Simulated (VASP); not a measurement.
Here is a VASP 6.6.1 calculation.

File INCAR:

```
SYSTEM = KZnF3
  PREC = Accurate
  ENCUT = 520
  EDIFF = 1E-7
  ISMEAR = 0
  SIGMA = 0.02
  LREAL = .FALSE.
  LASPH = .TRUE.
  NELM = 80
  ALGO = Normal
  ISIF = 2
  LWAVE = .FALSE.
  LCHARG = .FALSE.
  GGA = PS
  NBANDS = 29
```

File KPOINTS:

```
Automatic mesh
0
G
  6 6 6
  0 0 0
```

POSCAR

```
KZnF3
1.0
    4.0519406020      0.0000000000      0.0000000000
    0.0000000000      4.0519406020      0.0000000000
    0.0000000000      0.0000000000      4.0519406020
K Zn F
1 1 3
Direct
    0.0000000000      0.0000000000      0.0000000000
    0.5000000000      0.5000000000      0.5000000000
    0.0000000000      0.5000000000      0.5000000000
    0.5000000000      0.0000000000      0.5000000000
    0.5000000000      0.5000000000      0.0000000000
```

Potentials or basis: VASP PAW PBE potentials, release 64 (K_sv, Zn, F).

The run is started by

```bash
$ cat potpaw_PBE.64/K_sv/POTCAR potpaw_PBE.64/Zn/POTCAR potpaw_PBE.64/F/POTCAR > POTCAR
$ mpirun -np 1 vasp_std > vasp.out
```

**Question.** Predict the band gap on the k mesh.

**Answer.** 3.63 eV (least direct gap 5.48 eV).

**Question.** What does it give for the pressure?

**Answer.** 0.4 GPa.

Caveat: the PAW data sets were made with another functional, which shifts forces and pressure a little. A k mesh can miss the band edges.
